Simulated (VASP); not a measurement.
# Al4BSbP2 (I-42m) in VASP: a series of runs

Al4BSbP2 is run at these levels: PBE; tasks: single point, relaxation of cell and atoms.

Program: VASP 6.6.1. These are calculated values, not measurements. Logs are shortened: lines on timing, memory, paths and dates and some standing lists are left out, and cuts for length are marked.

### Step 1. The cell of the first run

Symmetry: I-42m, No. 121, tetragonal system. Conventional cell: a = 5.314 Å, b = 5.314 Å, c = 11.825 Å, α = 90.00°, β = 90.00°, γ = 90.00°. Al (site symmetry m) has 1 B at 2.16 Å and 2 P at 2.38 Å and 1 Sb at 2.71 Å within 2.9 Å. Within 2.9 Å of B (site symmetry -42m) lie 4 Al at 2.16 Å. Sb (site symmetry -42m) has 4 Al at 2.71 Å within 3.6 Å. P (site symmetry -4) has 4 Al at 2.38 Å within 3.1 Å.

The cell was generated, and may not be a known phase.

### Step 2. Single point, PBE

File INCAR:

```
SYSTEM = Al4BSbP2
PREC = Accurate
ENCUT = 520
EDIFF = 1E-6
ISMEAR = 0
SIGMA = 0.1
LREAL = .FALSE.
LASPH = .TRUE.
NELM = 100
ALGO = Normal
ISIF = 2
LWAVE = .FALSE.
LCHARG = .FALSE.
GGA = PE
NBANDS = 25
```

File KPOINTS:

```
Automatic mesh
0
G
  8 8 8
  0 0 0
```

File POSCAR:

```
Al4BSbP2
1.0
   -2.6567747472      2.6567747472      5.9122788586
    2.6567747472     -2.6567747472      5.9122788586
    2.6567747472      2.6567747472     -5.9122788586
Al B Sb P
4 1 1 2
Direct
    0.1678618025      0.1678618025      0.5956131291
    0.8321381975      0.4277513265      0.0000000000
    0.5722486735      0.5722486735      0.4043868709
    0.4277513265      0.8321381975      0.0000000000
    0.5000000000      0.5000000000      0.0000000000
    0.0000000000      0.0000000000      0.0000000000
    0.7500000000      0.2500000000      0.5000000000
    0.2500000000      0.7500000000      0.5000000000
```

Potentials or basis: VASP PAW PBE potentials, release 64 (Al, B, Sb, P).

The run is started by

```console
$ cat potpaw_PBE.64/Al/POTCAR potpaw_PBE.64/B/POTCAR potpaw_PBE.64/Sb/POTCAR potpaw_PBE.64/P/POTCAR > POTCAR
$ mpirun -np 1 vasp_std > vasp.out
```

OUTCAR:

```text
SYSTEM = Al4BSbP2
   PREC = Accurate
   ENCUT = 520
   EDIFF = 1E-6
   ISMEAR = 0
   LREAL = .FALSE.
   LASPH = .TRUE.
   NELM = 100
   ISIF = 2
   GGA = PE

 ion  position               nearest neighbor table
   1  0.168  0.168  0.596-   5 2.16   7 2.38   8 2.38   6 2.71   3 3.04
   2  0.832  0.428  0.000-   5 2.16   7 2.38   8 2.38   6 2.71   4 3.04
   3  0.572  0.572  0.404-   5 2.16   7 2.38   8 2.38   6 2.71   1 3.04
   4  0.428  0.832  0.000-   5 2.16   8 2.38   7 2.38   6 2.71   2 3.04
   5  0.500  0.500  0.000-   3 2.16   2 2.16   4 2.16   1 2.16
   6  0.000  0.000  0.000-   3 2.71   4 2.71   2 2.71   1 2.71
   7  0.750  0.250  0.500-   1 2.38   2 2.38   4 2.38   3 2.38
   8  0.250  0.750  0.500-   1 2.38   4 2.38   2 2.38   3 2.38

  LATTYP: Found a body centered tetragonal cell.
 ALAT       =     5.3135494944
 C/A-ratio  =     2.2253594757

  Lattice vectors:

 A1 = (  -2.6567747472,   2.6567747472,   5.9122788586)
 A2 = (   2.6567747472,  -2.6567747472,   5.9122788586)
 A3 = (   2.6567747472,   2.6567747472,  -5.9122788586)

Analysis of symmetry for initial positions (statically):
=====================================================================
 Subroutine PRICEL returns:
 Original cell was already a primitive cell.

 Routine SETGRP: Setting up the symmetry group for a
 body centered tetragonal supercell.

 Subroutine GETGRP returns: Found  8 space group operations
 (whereof  8 operations were pure point group operations)
 out of a pool of 16 trial point group operations.

The static configuration has the point symmetry D_2d.

Analysis of symmetry for dynamics (positions and initial velocities):
=====================================================================
 Subroutine PRICEL returns:
 Original cell was already a primitive cell.

 Routine SETGRP: Setting up the symmetry group for a
 body centered tetragonal supercell.

 Subroutine GETGRP returns: Found  8 space group operations
 (whereof  8 operations were pure point group operations)
 out of a pool of 16 trial point group operations.

The dynamic configuration has the point symmetry D_2d.

 Subroutine INISYM returns: Found  8 space group operations
 (whereof  8 operations are pure point group operations),
 and found     1 'primitive' translations

----------------------------------------------------------------------------------------

                                     Primitive cell

  volume of cell :     166.9261

  direct lattice vectors                    reciprocal lattice vectors
    -2.656774747  2.656774747  5.912278859     0.000000000  0.188198115  0.084569759
     2.656774747 -2.656774747  5.912278859     0.188198115  0.000000000  0.084569759
     2.656774747  2.656774747 -5.912278859     0.188198115  0.188198115  0.000000000

  length of vectors
     7.005137073  7.005137073  7.005137073     0.206326379  0.206326379  0.266152327

  position of ions in fractional coordinates (direct lattice)
     0.167861802  0.167861802  0.595613129
     0.832138198  0.427751327  0.000000000
     0.572248673  0.572248673  0.404386871
     0.427751327  0.832138198  0.000000000
     0.500000000  0.500000000  0.000000000
     0.000000000  0.000000000  0.000000000
     0.750000000  0.250000000  0.500000000
     0.250000000  0.750000000  0.500000000

  ion indices of the primitive-cell ions
   primitive index   ion index
                 1           1
                 2           2
                 3           3
                 4           4
                 5           5
                 6           6
                 7           7
                 8           8

----------------------------------------------------------------------------------------

 KPOINTS: Automatic mesh

Automatic generation of k-mesh.
 Grid dimensions read from file:
 generate k-points for:    8    8    8

 Generating k-lattice:

  Cartesian coordinates                     Fractional coordinates (reciprocal lattice)
     0.000000000  0.023524764  0.010571220     0.125000000  0.000000000  0.000000000
     0.023524764  0.000000000  0.010571220     0.000000000  0.125000000  0.000000000
     0.023524764  0.023524764  0.000000000     0.000000000  0.000000000  0.125000000

  Length of vectors
     0.025790797  0.025790797  0.033269041

  Shift w.r.t. Gamma in fractional coordinates (k-lattice)
     0.000000000  0.000000000  0.000000000

 Subroutine IBZKPT returns following result:
 ===========================================

 Found     59 irreducible k-points:

 Following reciprocal coordinates:
            Coordinates               Weight
  0.000000  0.000000  0.000000      1.000000
  0.125000  0.000000  0.000000      8.000000
  0.250000  0.000000  0.000000      8.000000
  0.375000  0.000000 -0.000000      8.000000
  0.500000  0.000000  0.000000      4.000000
  0.125000  0.125000  0.000000      8.000000
[... 16 lines left out ...]
  0.250000  0.125000  0.125000     16.000000
  0.375000  0.125000  0.125000      8.000000
[... 86 lines left out ...]

 k-point     2 :       0.1250    0.0000    0.0000
  band No.  band energies     occupation
      1      -6.5045      2.00000
      2      -4.6075      2.00000
      3      -3.9672      2.00000
      4      -1.9345      2.00000
      5      -0.8857      2.00000
      6       0.0280      2.00000
[... 17 lines left out ...]
     24       9.6774      0.00000
     25       9.7385      0.00000

 k-point     3 :       0.2500    0.0000    0.0000
  band No.  band energies     occupation
      1      -6.3024      2.00000
      2      -4.8385      2.00000
      3      -4.0292      2.00000
      4      -2.2937      2.00000
      5      -0.5848      2.00000
      6       0.0654      2.00000
[... 17 lines left out ...]
     24       9.5206      0.00000
     25      10.2278      0.00000

 k-point     4 :       0.3750    0.0000   -0.0000
  band No.  band energies     occupation
      1      -5.9871      2.00000
      2      -5.1849      2.00000
      3      -4.0850      2.00000
      4      -2.6074      2.00000
      5      -0.3025      2.00000
      6       0.1671      2.00000
[... 17 lines left out ...]
     24      10.1860      0.00000
     25      10.5618      0.00000

 k-point     5 :       0.5000    0.0000    0.0000
  band No.  band energies     occupation
      1      -5.6338      2.00000
      2      -5.5524      2.00000
      3      -4.1062      2.00000
      4      -2.7255      2.00000
      5      -0.1974      2.00000
      6       0.2344      2.00000
[... 17 lines left out ...]
     24      10.2193      0.00000
     25      10.9660      0.00000

 k-point     6 :       0.1250    0.1250    0.0000
  band No.  band energies     occupation
      1      -6.4183      2.00000
      2      -4.6782      2.00000
      3      -4.0528      2.00000
      4      -2.0979      2.00000
      5      -0.6494      2.00000
      6      -0.0323      2.00000
[... 17 lines left out ...]
     24       9.8465      0.00000
     25       9.9066      0.00000
[... 393 lines left out ...]
 k-point    21 :       0.5000    0.5000    0.0000
  band No.  band energies     occupation
      1      -5.3876      2.00000
      2      -5.3233      2.00000
      3      -4.2315      2.00000
      4      -2.8028      2.00000
      5      -1.0125      2.00000
      6      -0.4649      2.00000
[... 17 lines left out ...]
     24      10.3220      0.00000
     25      10.3861      0.00000

 k-point    22 :       0.1250    0.1250    0.1250
  band No.  band energies     occupation
      1      -6.0886      2.00000
      2      -4.9839      2.00000
      3      -4.0279      2.00000
      4      -2.4519      2.00000
      5      -0.6351      2.00000
      6      -0.1803      2.00000
[... 17 lines left out ...]
     24      10.2078      0.00000
     25      10.3601      0.00000

 k-point    23 :       0.2500    0.1250    0.1250
  band No.  band energies     occupation
      1      -5.8092      2.00000
      2      -5.1912      2.00000
      3      -4.1097      2.00000
      4      -2.6632      2.00000
      5      -0.6100      2.00000
      6      -0.1909      2.00000
[... 17 lines left out ...]
     24      10.3892      0.00000
     25      10.6876      0.00000

 k-point    24 :       0.3750    0.1250    0.1250
  band No.  band energies     occupation
      1      -5.5100      2.00000
      2      -5.4601      2.00000
      3      -4.1461      2.00000
      4      -2.7531      2.00000
      5      -0.6177      2.00000
      6      -0.2289      2.00000
[... 17 lines left out ...]
     24       9.9233      0.00000
     25      10.6791      0.00000

 [... further k-points ...]

------------------------ aborting loop because EDIFF is reached ----------------------------------------

  FORCE on cell =-STRESS in cart. coord.  units (eV):
  Direction    XX          YY          ZZ          XY          YZ          ZX
  --------------------------------------------------------------------------------------
  -------------------------------------------------------------------------------------
  Total       -0.0039953     -0.0039953     -0.0115253      0.0000000      0.0000000      0.0000000
  in kB       -0.0383475     -0.0383475     -0.1106208      0.0000000      0.0000000      0.0000000
  external PRESSURE =      -0.0624386 kB  Pullay stress =       0.0000000 kB

 VOLUME and BASIS-vectors are now :
 -----------------------------------------------------------------------------
  energy-cutoff  :      520.00
  volume of cell :      166.93
      direct lattice vectors                 reciprocal lattice vectors
    -2.656774747  2.656774747  5.912278859     0.000000000  0.188198115  0.084569759
     2.656774747 -2.656774747  5.912278859     0.188198115  0.000000000  0.084569759
     2.656774747  2.656774747 -5.912278859     0.188198115  0.188198115  0.000000000

 POSITION                                       TOTAL-FORCE (eV/Angst)
 -----------------------------------------------------------------------------------
      1.58241      1.58241     -1.53654         0.010276      0.010276     -0.015366
     -1.07436      1.07436      7.44882         0.010276     -0.010276      0.015366
      1.07436      1.07436      4.37574        -0.010276     -0.010276     -0.015366
      1.07436     -1.07436      7.44882        -0.010276      0.010276      0.015366
      0.00000      0.00000      5.91228        -0.000000     -0.000000      0.000000
      0.00000      0.00000      0.00000        -0.000000     -0.000000      0.000000
      0.00000      2.65677      2.95614        -0.000000     -0.000000      0.000000
      2.65677      0.00000      2.95614        -0.000000     -0.000000      0.000000
 -----------------------------------------------------------------------------------
    total drift:                                0.000000      0.000000     -0.000000

  FREE ENERGIE OF THE ION-ELECTRON SYSTEM (eV)
  ---------------------------------------------------
  free  energy   TOTEN  =       -37.3928153785 eV

  energy  without entropy=      -37.3742270762  energy(sigma->0) =      -37.38352123
```

Wall time 8.5 min (1 thread of Intel Xeon Platinum 8488C (Sapphire Rapids), shared host); peak memory 0.56 GiB.

What came out:

| Property | Result |
| --- | --- |
| Free energy | -37.3928 eV |
| Pressure | 0.0 GPa |
| Largest force | 0.021 eV/Å |
| Band gap on the k mesh | zero (bands 15 and 16 overlap by 1.48 eV) |

Forces on the atoms (eV/Å):
```
Al   0.010  0.010 -0.015
Al   0.010 -0.010  0.015
Al  -0.010 -0.010 -0.015
Al  -0.010  0.010  0.015
B    0.000  0.000  0.000
Sb   0.000  0.000  0.000
P    0.000  0.000  0.000
P    0.000  0.000  0.000
```

Levels at points of the mesh, in eV from the Fermi level:
| k point | band 11 | band 12 | band 13 | band 14 | band 15 | band 16 | band 17 | band 18 | band 19 | band 20 |
| --- | --- | --- | --- | --- | --- | --- | --- | --- | --- | --- |
| (0.00, 0.00, 0.00) | -2.66 | -1.66 | -1.66 | -0.07 | 0.90 | 0.90 | 1.35 | 2.69 | 3.40 | 3.58 |
| (0.50, 0.00, 0.00) | -2.03 | -1.88 | -1.69 | -1.19 | -0.77 | -0.51 | 2.96 | 3.58 | 3.65 | 3.80 |
| (0.50, 0.50, 0.00) | -1.05 | -0.84 | -0.84 | -0.81 | 0.85 | 0.96 | 2.38 | 2.42 | 3.86 | 4.02 |
| (0.50, 0.50, 0.50) | -2.05 | -1.64 | -1.41 | -1.41 | 0.16 | 0.16 | 0.72 | 1.66 | 2.03 | 2.03 |

Caveat: spin-orbit coupling is left out, which moves the levels of the heavy elements.

### Step 3. Single point, PBE

File INCAR:

```
SYSTEM = Al4BSbP2
ALGO     = Normal         ! electronic algorithm
EDIFF    = 1E-6           ! SCF threshold, eV
ENCUT    = 520            ! plane-wave cutoff, eV
GGA      = PE             ! functional
ISIF     = 2              ! what is computed and relaxed
ISMEAR   = 0              ! smearing method
LASPH    = .TRUE.         ! aspherical terms in the spheres
LCHARG   = .FALSE.        ! write CHGCAR
LREAL    = .FALSE.        ! projectors in reciprocal space
LWAVE    = .FALSE.        ! write WAVECAR
NBANDS   = 25             ! bands
NELM     = 80             ! most SCF steps
PREC     = Accurate       ! precision mode
SIGMA    = 0.1            ! smearing width, eV
```

File KPOINTS:

```
k-points
0
G
  8 8 8
  0 0 0
```

File POSCAR:

```
Al4BSbP2
1.0
   -2.6566835275      2.6566835275      5.9132932266
    2.6566835275     -2.6566835275      5.9132932266
    2.6566835275      2.6566835275     -5.9132932266
Al B Sb P
4 1 1 2
Direct
    0.1678883417      0.1678883417      0.5956911570
    0.8321116583      0.4278028153      0.0000000000
    0.5721971847      0.5721971847      0.4043088430
    0.4278028153      0.8321116583      0.0000000000
    0.5000000000      0.5000000000      0.0000000000
    0.0000000000      0.0000000000      0.0000000000
    0.7500000000      0.2500000000      0.5000000000
    0.2500000000      0.7500000000      0.5000000000
```

Potentials or basis: VASP PAW PBE potentials, release 64 (Al, B, Sb, P).

The run is started by

```console
$ cat potpaw_PBE.64/Al/POTCAR potpaw_PBE.64/B/POTCAR potpaw_PBE.64/Sb/POTCAR potpaw_PBE.64/P/POTCAR > POTCAR
$ mpirun -np 1 vasp_std > vasp.out
```

Wall time 9.8 min (1 thread of Intel Xeon Platinum 8488C (Sapphire Rapids), shared host); peak memory 0.53 GiB.

The run converged. Its results:

```
Free energy            : -37.3928 eV
Pressure               : 0.0 GPa
Largest force          : 0.019 eV/Å
Band gap on the k mesh : zero (bands 15 and 16 overlap by 1.49 eV)
```

Forces in eV/Å, atoms in the order of the input:
```
Al   0.008  0.008 -0.014
Al   0.008 -0.008  0.014
Al  -0.008 -0.008 -0.014
Al  -0.008  0.008  0.014
B    0.000  0.000  0.000
Sb   0.000  0.000  0.000
P    0.000  0.000  0.000
P    0.000  0.000  0.000
```

Levels at points of the mesh, in eV from the Fermi level:
| k point | band 12 | band 13 | band 14 | band 15 | band 16 | band 17 | band 18 | band 19 |
| --- | --- | --- | --- | --- | --- | --- | --- | --- |
| (0.00, 0.00, 0.00) | -1.66 | -1.66 | -0.08 | 0.89 | 0.89 | 1.35 | 2.69 | 3.39 |
| (0.50, 0.00, 0.00) | -1.88 | -1.69 | -1.19 | -0.78 | -0.51 | 2.96 | 3.58 | 3.65 |
| (0.50, 0.50, 0.00) | -0.85 | -0.84 | -0.81 | 0.85 | 0.96 | 2.38 | 2.41 | 3.86 |
| (0.50, 0.50, 0.50) | -1.64 | -1.41 | -1.41 | 0.16 | 0.16 | 0.71 | 1.66 | 2.03 |

Caveat: spin-orbit coupling is left out, which moves the levels of the heavy elements.

### Step 4. Relaxation of cell and atoms, PBE

This run uses another cell than the first one, of 22.32 Å³/atom.

File INCAR:

```
SYSTEM = Al4BSbP2
  PREC = Accurate
  ENCUT = 600
  EDIFF = 1E-7
  ISMEAR = 0
  SIGMA = 0.2
  LREAL = .False.
  LASPH = .True.
  NELM = 80
  ALGO = Normal
  ISIF = 3
  LWAVE = .False.
  LCHARG = .False.
  GGA = PE
  IBRION = 2
  NSW = 36
  EDIFFG = -0.08
```

File KPOINTS:

```
regular mesh
0
Gamma
  4 4 4
  0 0 0
```

File POSCAR:

```
Al4BSbP2
1.0
   -2.8263786900      2.8263786900      5.5876359300
    2.8263786900     -2.8263786900      5.5876359300
    2.8263786900      2.8263786900     -5.5876359300
Al B Sb P
4 1 1 2
Direct
    0.1170010000      0.1170010000      0.4956600100
    0.8829990000      0.3786590100      0.0000000000
    0.6213409900      0.6213409900      0.5043399900
    0.3786590100      0.8829990000      0.0000000000
    0.5000000000      0.5000000000      0.0000000000
    0.0000000000      0.0000000000      0.0000000000
    0.7500000000      0.2500000000      0.5000000000
    0.2500000000      0.7500000000      0.5000000000
```

The run is started by

```console
$ cat potpaw_PBE.64/Al/POTCAR potpaw_PBE.64/B/POTCAR potpaw_PBE.64/Sb/POTCAR potpaw_PBE.64/P/POTCAR > POTCAR
$ mpirun -np 1 vasp_std > vasp.out
```

It took 16 min on 1 thread of Intel Xeon Platinum 8488C (Sapphire Rapids), shared host; peak memory 0.51 GiB.

It converged, with:

```yaml
Free_energy: -37.3547 eV
Relaxed_volume: 20.87 Å³/atom
Relaxed_cell: a = 6.956 Å, b = 6.956 Å, c = 6.956 Å, α = 134.80°, β = 134.80°, γ = 65.85°
Space_group_after_relaxing_to_0.1_Å: I-42m (No. 121)
Energy_gained_by_relaxing: 297.2 meV/atom
Ionic_steps: 9
Pressure_after_relaxing: 0.2 GPa
Largest_force_after_relaxing: 0.048 eV/Å
Band_gap_on_the_k_mesh: zero (bands 15 and 16 overlap by 1.39 eV)
```

Forces in eV/Å, atoms in the order of the input:
```
Al  -0.032 -0.032 -0.018
Al  -0.032  0.032  0.018
Al   0.032  0.032 -0.018
Al   0.032 -0.032  0.018
B    0.000  0.000  0.000
Sb   0.000  0.000  0.000
P    0.000  0.000  0.000
P    0.000  0.000  0.000
```

Stress tensor (GPa, compression positive):
```
0.13 0.00 0.00
0.00 0.13 0.00
0.00 0.00 0.30
```

The path:
```tsv
step	energy change (eV)	largest force (eV/Å)	pressure (GPa)	volume (Å³)
1	0.0000	2.7736	1.07	178.55
2	-1.1865	1.6271	-2.61	182.40
3	-1.7440	0.8548	-5.35	186.64
4	-1.7831	0.7267	-5.97	187.94
5	-2.2757	0.5426	2.42	162.41
6	-2.3229	0.5310	0.10	167.64
7	-2.3697	0.1837	-0.13	167.77
8	-2.3747	0.1216	-0.21	167.83
9	-2.3776	0.0481	0.18	166.96
```

Final structure:
```cif
data_structure
_symmetry_space_group_name_H-M 'P 1'
_symmetry_Int_Tables_number 1
_cell_length_a 6.9564
_cell_length_b 6.9564
_cell_length_c 6.9564
_cell_angle_alpha 134.795
_cell_angle_beta 134.795
_cell_angle_gamma 65.849
_cell_volume 166.96
loop_
_atom_site_label
_atom_site_type_symbol
_atom_site_fract_x
_atom_site_fract_y
_atom_site_fract_z
_atom_site_occupancy
Al1 Al 0.16918 0.16918 0.59728 1
Al2 Al 0.83081 0.42810 0.00000 1
Al3 Al 0.57190 0.57190 0.40272 1
Al4 Al 0.42810 0.83081 0.00000 1
B1 B 0.50000 0.50000 0.00000 1
Sb1 Sb 0.00000 0.00000 0.00000 1
P1 P 0.75000 0.25000 0.50000 1
P2 P 0.25000 0.75000 0.50000 1
```

Levels at points of the mesh, in eV from the Fermi level:
```tsv
k point	band 13	band 14	band 15	band 16	band 17	band 18
(0.00, 0.00, 0.00)	-1.71	0.03	0.88	0.88	1.32	2.62
(0.50, 0.00, 0.00)	-1.67	-1.17	-0.74	-0.45	3.02	3.64
(0.50, 0.50, 0.00)	-0.87	-0.73	0.78	0.90	2.49	2.57
(0.50, 0.50, 0.50)	-1.45	-1.45	0.11	0.11	0.77	1.71
```

Caveat: spin-orbit coupling is left out, which moves the levels of the heavy elements; the relaxation stopped at a loose force limit of 0.08 eV/Å, so its end isn't a converged minimum.

### Step 5. The runs side by side

| task | cell | k mesh | cutoff (eV) | smearing | gap on the mesh (eV) | pressure (GPa) | largest force (eV/Å) |
| --- | --- | --- | --- | --- | --- | --- | --- |
| single point | a = 7.005 Å, angles 135.4, 135.4, 64.9°, 8 atoms, atomic positions A | 8 × 8 × 8 | 520 | gaussian 0.1 eV | none | 0.0 | 0.02 |
| single point | a = 7.006 Å, angles 135.4, 135.4, 64.9°, 8 atoms, atomic positions A | 8 × 8 × 8 | 520 | gaussian 0.1 eV | none | 0.0 | 0.02 |
| relaxation of cell and atoms | relaxed from a = 6.870 Å, angles 131.4, 131.4, 71.2°, 8 atoms, atomic positions B | 4 × 4 × 4 | 600 | gaussian 0.2 eV | none | 0.2 | 0.05 |

Alike in all rows: level PBE; potentials or basis VASP PAW PBE potentials, release 64 (Al, B, Sb, P); no spin polarisation.

Caveats: spin-orbit coupling is left out, which moves the levels of the heavy elements; the relaxation stopped at a loose force limit of 0.08 eV/Å, so its end isn't a converged minimum (at least some runs).

Total energies depend on the potentials used, so only differences within one code and one set of settings carry meaning.
